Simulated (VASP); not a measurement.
# KCl (rocksalt type) (Fm-3m) in VASP: a series of runs, part 2 of 2

VASP 6.6.1.

### Step 4. Electric field gradients, PBE (volume scaled by 0.96)

INCAR

```
SYSTEM = KCl
  PREC = Accurate
  ENCUT = 520
  EDIFF = 1E-8
  ISMEAR = -1
  SIGMA = 0.05
  LREAL = .False.
  LASPH = .True.
  NELM = 80
  ALGO = Normal
  ISIF = 2
  LWAVE = .False.
  LCHARG = .False.
  GGA = PE
  LEFG = .True.
  NBANDS = 15
```

KPOINTS

```
Automatic mesh
0
Gamma
  13 13 13
  0 0 0
```

POSCAR

```
KCl
1.0
    0.0000000000      3.1463510734      3.1463510734
    3.1463510734      0.0000000000      3.1463510734
    3.1463510734      3.1463510734      0.0000000000
K Cl
1 1
Direct
    0.0000000000      0.0000000000      0.0000000000
    0.5000000000      0.5000000000      0.5000000000
```

Potentials or basis: VASP PAW PBE potentials, release 64 (K_sv, Cl).

Started as:

```console
> cat potpaw_PBE.64/K_sv/POTCAR potpaw_PBE.64/Cl/POTCAR > POTCAR
> mpirun -np 1 vasp_std > vasp.out
```

OUTCAR:

```text
SYSTEM = KCl
   PREC = Accurate
   ENCUT = 520
   EDIFF = 1E-8
   ISMEAR = -1
   LREAL = .False.
   LASPH = .True.
   NELM = 80
   ISIF = 2
   GGA = PE

 ion  position               nearest neighbor table
   1  0.000  0.000  0.000-   2 3.15   2 3.15   2 3.15   2 3.15   2 3.15   2 3.15
   2  0.500  0.500  0.500-   1 3.15   1 3.15   1 3.15   1 3.15   1 3.15   1 3.15

  LATTYP: Found a face centered cubic cell.
 ALAT       =     6.2927021468

  Lattice vectors:

 A1 = (   0.0000000000,   3.1463510734,   3.1463510734)
 A2 = (   3.1463510734,   0.0000000000,   3.1463510734)
 A3 = (   3.1463510734,   3.1463510734,   0.0000000000)

Analysis of symmetry for initial positions (statically):
=====================================================================
 Subroutine PRICEL returns:
 Original cell was already a primitive cell.

 Routine SETGRP: Setting up the symmetry group for a
 face centered cubic supercell.

 Subroutine GETGRP returns: Found 48 space group operations
 (whereof 48 operations were pure point group operations)
 out of a pool of 48 trial point group operations.

The static configuration has the point symmetry O_h .

Analysis of symmetry for dynamics (positions and initial velocities):
=====================================================================
 Subroutine PRICEL returns:
 Original cell was already a primitive cell.

 Routine SETGRP: Setting up the symmetry group for a
 face centered cubic supercell.

 Subroutine GETGRP returns: Found 48 space group operations
 (whereof 48 operations were pure point group operations)
 out of a pool of 48 trial point group operations.

The dynamic configuration has the point symmetry O_h .

 Subroutine INISYM returns: Found 48 space group operations
 (whereof 48 operations are pure point group operations),
 and found     1 'primitive' translations

----------------------------------------------------------------------------------------

                                     Primitive cell

  volume of cell :      62.2948

  direct lattice vectors                    reciprocal lattice vectors
     0.000000000  3.146351073  3.146351073    -0.158914243  0.158914243  0.158914243
     3.146351073  0.000000000  3.146351073     0.158914243 -0.158914243  0.158914243
     3.146351073  3.146351073  0.000000000     0.158914243  0.158914243 -0.158914243

  length of vectors
     4.449612360  4.449612360  4.449612360     0.275247543  0.275247543  0.275247543

  position of ions in fractional coordinates (direct lattice)
     0.000000000  0.000000000  0.000000000
     0.500000000  0.500000000  0.500000000

  ion indices of the primitive-cell ions
   primitive index   ion index
                 1           1
                 2           2

----------------------------------------------------------------------------------------

 KPOINTS: Automatic mesh

Automatic generation of k-mesh.
 Grid dimensions read from file:
 generate k-points for:   13   13   13

 Generating k-lattice:

  Cartesian coordinates                     Fractional coordinates (reciprocal lattice)
    -0.012224173  0.012224173  0.012224173     0.076923077  0.000000000  0.000000000
[... 75 lines left out ...]
   EFERMI_NEDOS =   21; number of points for ismear=-14 and -15
   IALGO  =     38    algorithm
   IMIX   =      4    mixing-type and parameters
     AMIX     =   0.40;   BMIX     =  1.00
     AMIX_MAG =   1.60;   BMIX_MAG =  1.00
  volume/ion in A,a.u.               =      31.15       210.19
  Fermi-wavevector in a.u.,A,eV,Ry     =   1.040633  1.966511 14.733984  1.082917
  Thomas-Fermi vector in A             =   2.175218
   LORBIT       =      0    0 simple, 1 ext, 2 COOP (PROOUT), +10 PAW based schemes
   GGA     = PE    functional components
   LHFCALC =     F    Hartree Fock is set to
   AEXX    =    0.0000 exact exchange contribution
   IVDW    =     0    specifies the selected vdW correction
   LEPSILON=     F    determine dielectric tensor
   LRPA    =     F    only Hartree local field effects (RPA)
 non-spin polarized calculation
  energy-cutoff  :      520.00
  volume of cell :       62.29
 maximum number of plane-waves:      1702
 NGX is ok and might be reduce to    36
   NGX = 17   NGY = 17   NGZ = 17

 number of electron      16.0000001 magnetization

 Free energy of the ion-electron system (eV)
  ---------------------------------------------------
  ext. energy  EPLUGINS =         0.00000000
  ---------------------------------------------------
  free energy    TOTEN  =        -6.80384334 eV

  energy without entropy =       -6.80384334  energy(sigma->0) =       -6.80384334

 E-fermi :  -0.7596     XC(G=0):  -7.5395

 val. band max:       -1.8415929822   @ k =   0.0000   0.0000   0.0000
 cond. band min:       3.3457606348   @ k =   0.0000   0.0000   0.0000
 fundamental gap:      5.1873536170
 Fermi energy:        -0.7596230248

 k-point     1 :       0.0000    0.0000    0.0000
  band No.  band energies     occupation
      1     -29.0393      2.00000
      2     -13.9594      2.00000
      3     -12.5001      2.00000
      4     -12.5001      2.00000
      5     -12.5001      2.00000
      6      -1.8416      2.00000
      7      -1.8416      2.00000
      8      -1.8416      2.00000
      9       3.3458      0.00000
     10       6.5392      0.00000
     11       6.5392      0.00000
     12       6.5392      0.00000
     13       7.4158      0.00000
     14       7.4158      0.00000
[... 401 lines left out ...]
      2     -14.0854      2.00000
      3     -12.5288      2.00000
      4     -12.5210      2.00000
      5     -12.3307      2.00000
      6      -2.7318      2.00000
      7      -2.1941      2.00000
      8      -2.1239      2.00000
      9       5.7200      0.00000
     10       6.3556      0.00000
     11       8.3841      0.00000
     12       8.7868      0.00000
     13       8.8769      0.00000
     14       9.0087      0.00000
     15      10.0743      0.00000

 [... further k-points ...]
[... 5 lines left out ...]
  --------------------------------------------------------------------------------------
  -------------------------------------------------------------------------------------
  Total        0.3034570      0.3034570      0.3034570     -0.0000000      0.0000000     -0.0000000
  in kB        7.8046997      7.8046997      7.8046997     -0.0000000      0.0000000     -0.0000000
  external PRESSURE =       7.8046997 kB  Pullay stress =       0.0000000 kB

 VOLUME and BASIS-vectors are now :
 -----------------------------------------------------------------------------
  energy-cutoff  :      520.00
  volume of cell :       62.29
      direct lattice vectors                 reciprocal lattice vectors
     0.000000000  3.146351073  3.146351073    -0.158914243  0.158914243  0.158914243
     3.146351073  0.000000000  3.146351073     0.158914243 -0.158914243  0.158914243
     3.146351073  3.146351073  0.000000000     0.158914243  0.158914243 -0.158914243

 POSITION                                       TOTAL-FORCE (eV/Angst)
 -----------------------------------------------------------------------------------
      0.00000      0.00000      0.00000        -0.000000     -0.000000      0.000000
      3.14635      3.14635      3.14635         0.000000      0.000000     -0.000000
 -----------------------------------------------------------------------------------
    total drift:                                0.000000      0.000000      0.000000

  FREE ENERGIE OF THE ION-ELECTRON SYSTEM (eV)
  ---------------------------------------------------
  free  energy   TOTEN  =        -6.8038433440 eV

  energy  without entropy=       -6.8038433439  energy(sigma->0) =       -6.80384334

 Electric field gradients (V/A^2)
---------------------------------------------------------------------
 ion       V_xx      V_yy      V_zz      V_xy      V_xz      V_yz
---------------------------------------------------------------------
   1      -0.000     0.000     0.000    -0.000    -0.000    -0.000
   2       0.000     0.000    -0.000     0.000     0.000     0.000
---------------------------------------------------------------------

 Electric field gradients after diagonalization (V/A^2)
 (convention: |V_zz| > |V_xx| > |V_yy|)
----------------------------------------------------------------------
 ion       V_xx      V_yy      V_zz     asymmetry (V_yy - V_xx)/ V_zz
----------------------------------------------------------------------
   1       0.000     0.000    -0.000       0.000
   2      -0.000    -0.000     0.000       0.000
----------------------------------------------------------------------

           NMR quadrupolar parameters

 Cq : quadrupolar parameter    Cq=e*Q*V_zz/h
 eta: asymmetry parameters     (V_yy - V_xx)/ V_zz
 Q  : nuclear electric quadrupole moment in mb (millibarn)
----------------------------------------------------------------------
 ion       Cq(MHz)       eta       Q (mb)
----------------------------------------------------------------------
   1      -0.000       0.000       1.000
   2       0.000       0.000       1.000
----------------------------------------------------------------------
```

It took 70 s on 1 thread of AMD EPYC 9R14 (Zen 4), shared host; peak memory 0.21 GiB.

What came out:

- Free energy: -6.8038 eV
- Pressure: 0.8 GPa
- Band gap on the k mesh: 5.19 eV, direct

Caveat: without QUAD_EFG the Cq values of the log hold for a quadrupole moment of 1 mb, not for the nuclei.

### Step 5. Electric field gradients, PBE (volume scaled by 0.98)

INCAR

```
SYSTEM = KCl
PREC = Accurate
ENCUT = 520
EDIFF = 1E-8
ISMEAR = -1
SIGMA = 0.05
LREAL = .False.
LASPH = .True.
NELM = 80
ALGO = Normal
ISIF = 2
LWAVE = .False.
LCHARG = .False.
GGA = PE
LEFG = .True.
NBANDS = 15
```

KPOINTS

```
regular mesh
0
Gamma
  13 13 13
  0 0 0
```

POSCAR

```
KCl
1.0
    0.0000000000      3.1680507320      3.1680507320
    3.1680507320      0.0000000000      3.1680507320
    3.1680507320      3.1680507320      0.0000000000
K Cl
1 1
Direct
    0.0000000000      0.0000000000      0.0000000000
    0.5000000000      0.5000000000      0.5000000000
```

Potentials or basis: VASP PAW PBE potentials, release 64 (K_sv, Cl).

Started as:

```console
> cat potpaw_PBE.64/K_sv/POTCAR potpaw_PBE.64/Cl/POTCAR > POTCAR
> mpirun -np 1 vasp_std > vasp.out
```

OUTCAR:

```text
SYSTEM = KCl
   PREC = Accurate
   ENCUT = 520
   EDIFF = 1E-8
   ISMEAR = -1
   LREAL = .False.
   LASPH = .True.
   NELM = 80
   ISIF = 2
   GGA = PE

 ion  position               nearest neighbor table
   1  0.000  0.000  0.000-   2 3.17   2 3.17   2 3.17   2 3.17   2 3.17   2 3.17
   2  0.500  0.500  0.500-   1 3.17   1 3.17   1 3.17   1 3.17   1 3.17   1 3.17

  LATTYP: Found a face centered cubic cell.
 ALAT       =     6.3361014640

  Lattice vectors:

 A1 = (   0.0000000000,   3.1680507320,   3.1680507320)
 A2 = (   3.1680507320,   0.0000000000,   3.1680507320)
 A3 = (   3.1680507320,   3.1680507320,   0.0000000000)

Analysis of symmetry for initial positions (statically):
=====================================================================
 Subroutine PRICEL returns:
 Original cell was already a primitive cell.

 Routine SETGRP: Setting up the symmetry group for a
 face centered cubic supercell.

 Subroutine GETGRP returns: Found 48 space group operations
 (whereof 48 operations were pure point group operations)
 out of a pool of 48 trial point group operations.

The static configuration has the point symmetry O_h .

Analysis of symmetry for dynamics (positions and initial velocities):
=====================================================================
 Subroutine PRICEL returns:
 Original cell was already a primitive cell.

 Routine SETGRP: Setting up the symmetry group for a
 face centered cubic supercell.

 Subroutine GETGRP returns: Found 48 space group operations
 (whereof 48 operations were pure point group operations)
 out of a pool of 48 trial point group operations.

The dynamic configuration has the point symmetry O_h .

 Subroutine INISYM returns: Found 48 space group operations
 (whereof 48 operations are pure point group operations),
 and found     1 'primitive' translations

----------------------------------------------------------------------------------------

                                     Primitive cell

  volume of cell :      63.5926

  direct lattice vectors                    reciprocal lattice vectors
     0.000000000  3.168050732  3.168050732    -0.157825755  0.157825755  0.157825755
     3.168050732  0.000000000  3.168050732     0.157825755 -0.157825755  0.157825755
     3.168050732  3.168050732  0.000000000     0.157825755  0.157825755 -0.157825755

  length of vectors
     4.480300311  4.480300311  4.480300311     0.273362227  0.273362227  0.273362227

  position of ions in fractional coordinates (direct lattice)
     0.000000000  0.000000000  0.000000000
     0.500000000  0.500000000  0.500000000

  ion indices of the primitive-cell ions
   primitive index   ion index
                 1           1
                 2           2

----------------------------------------------------------------------------------------

 KPOINTS: regular mesh

Automatic generation of k-mesh.
 Grid dimensions read from file:
 generate k-points for:   13   13   13

[... 80 lines left out ...]
   IALGO  =     38    algorithm
   IMIX   =      4    mixing-type and parameters
     AMIX     =   0.40;   BMIX     =  1.00
     AMIX_MAG =   1.60;   BMIX_MAG =  1.00
  volume/ion in A,a.u.               =      31.80       214.57
  Fermi-wavevector in a.u.,A,eV,Ry     =   1.033505  1.953042 14.532834  1.068133
  Thomas-Fermi vector in A             =   2.167755
   LORBIT       =      0    0 simple, 1 ext, 2 COOP (PROOUT), +10 PAW based schemes
   GGA     = PE    functional components
   LHFCALC =     F    Hartree Fock is set to
   AEXX    =    0.0000 exact exchange contribution
   IVDW    =     0    specifies the selected vdW correction
   LEPSILON=     F    determine dielectric tensor
   LRPA    =     F    only Hartree local field effects (RPA)
 non-spin polarized calculation
  energy-cutoff  :      520.00
  volume of cell :       63.59
 maximum number of plane-waves:      1735
 NGX is ok and might be reduce to    36
   NGX = 17   NGY = 17   NGZ = 17

 number of electron      15.9999999 magnetization

 Free energy of the ion-electron system (eV)
  ---------------------------------------------------
  ext. energy  EPLUGINS =         0.00000000
  ---------------------------------------------------
  free energy    TOTEN  =        -6.80891046 eV

  energy without entropy =       -6.80891046  energy(sigma->0) =       -6.80891046

 E-fermi :  -0.7768     XC(G=0):  -7.4556

 val. band max:       -1.9223179375   @ k =   0.0000   0.0000   0.0000
 cond. band min:       3.1945958882   @ k =   0.0000   0.0000   0.0000
 fundamental gap:      5.1169138257
 Fermi energy:        -0.7768311657

 k-point     1 :       0.0000    0.0000    0.0000
  band No.  band energies     occupation
      1     -29.1708      2.00000
      2     -14.0174      2.00000
      3     -12.6312      2.00000
      4     -12.6312      2.00000
      5     -12.6312      2.00000
      6      -1.9223      2.00000
      7      -1.9223      2.00000
      8      -1.9223      2.00000
      9       3.1946      0.00000
     10       6.4460      0.00000
     11       6.4460      0.00000
     12       6.4460      0.00000
     13       7.3114      0.00000
     14       7.3114      0.00000
[... 401 lines left out ...]
      2     -14.1383      2.00000
      3     -12.6578      2.00000
      4     -12.6507      2.00000
      5     -12.4690      2.00000
      6      -2.7837      2.00000
      7      -2.2603      2.00000
      8      -2.1924      2.00000
      9       5.5858      0.00000
     10       6.2073      0.00000
     11       8.2332      0.00000
     12       8.6355      0.00000
     13       8.6984      0.00000
     14       8.8643      0.00000
     15       9.8849      0.00000

 [... further k-points ...]

------------------------ aborting loop because EDIFF is reached ----------------------------------------

  FORCE on cell =-STRESS in cart. coord.  units (eV):
  Direction    XX          YY          ZZ          XY          YZ          ZX
  --------------------------------------------------------------------------------------
  -------------------------------------------------------------------------------------
  Total        0.1532037      0.1532037      0.1532037      0.0000000      0.0000000     -0.0000000
  in kB        3.8598770      3.8598770      3.8598770      0.0000000      0.0000000     -0.0000000
  external PRESSURE =       3.8598770 kB  Pullay stress =       0.0000000 kB

 VOLUME and BASIS-vectors are now :
 -----------------------------------------------------------------------------
  energy-cutoff  :      520.00
  volume of cell :       63.59
      direct lattice vectors                 reciprocal lattice vectors
     0.000000000  3.168050732  3.168050732    -0.157825755  0.157825755  0.157825755
     3.168050732  0.000000000  3.168050732     0.157825755 -0.157825755  0.157825755
     3.168050732  3.168050732  0.000000000     0.157825755  0.157825755 -0.157825755

 POSITION                                       TOTAL-FORCE (eV/Angst)
 -----------------------------------------------------------------------------------
      0.00000      0.00000      0.00000         0.000000     -0.000000      0.000000
      3.16805      3.16805      3.16805        -0.000000      0.000000     -0.000000
 -----------------------------------------------------------------------------------
    total drift:                                0.000000      0.000000      0.000000

  FREE ENERGIE OF THE ION-ELECTRON SYSTEM (eV)
  ---------------------------------------------------
  free  energy   TOTEN  =        -6.8089104584 eV

  energy  without entropy=       -6.8089104584  energy(sigma->0) =       -6.80891046

 Electric field gradients (V/A^2)
---------------------------------------------------------------------
 ion       V_xx      V_yy      V_zz      V_xy      V_xz      V_yz
---------------------------------------------------------------------
   1      -0.000    -0.000    -0.000    -0.000    -0.000    -0.000
   2      -0.000     0.000     0.000    -0.000    -0.000    -0.000
---------------------------------------------------------------------

 Electric field gradients after diagonalization (V/A^2)
 (convention: |V_zz| > |V_xx| > |V_yy|)
----------------------------------------------------------------------
 ion       V_xx      V_yy      V_zz     asymmetry (V_yy - V_xx)/ V_zz
----------------------------------------------------------------------
   1       0.000     0.000    -0.001       0.000
   2       0.000     0.000    -0.000       0.000
----------------------------------------------------------------------

           NMR quadrupolar parameters

 Cq : quadrupolar parameter    Cq=e*Q*V_zz/h
 eta: asymmetry parameters     (V_yy - V_xx)/ V_zz
 Q  : nuclear electric quadrupole moment in mb (millibarn)
----------------------------------------------------------------------
 ion       Cq(MHz)       eta       Q (mb)
----------------------------------------------------------------------
   1      -0.000       0.000       1.000
   2      -0.000       0.000       1.000
----------------------------------------------------------------------
```

Run time: 71 s. Hardware: 1 thread of AMD EPYC 9R14 (Zen 4), shared host; peak memory 0.21 GiB.

Results:

| Property | Result |
| --- | --- |
| Free energy | -6.8089 eV |
| Pressure | 0.4 GPa |
| Band gap on the k mesh | 5.12 eV, direct |

Caveat: without QUAD_EFG the Cq values of the log hold for a quadrupole moment of 1 mb, not for the nuclei.

### Step 6. Overview

```csv
cell,gap on the mesh (eV),pressure (GPa)
"a = 4.570 Å, angles 60.0°, 2 atoms",4.92,-0.6
"a = 4.450 Å, angles 60.0°, 2 atoms",5.19,0.8
"a = 4.480 Å, angles 60.0°, 2 atoms",5.12,0.4
```

Alike in all rows: task electric field gradients; level PBE; potentials or basis VASP PAW PBE potentials, release 64 (K_sv, Cl); no spin polarisation; k mesh 13 × 13 × 13; cutoff (eV) 520; smearing fermi-dirac 0.05 eV.

Absolute energies hang on the potentials; compare differences alone.
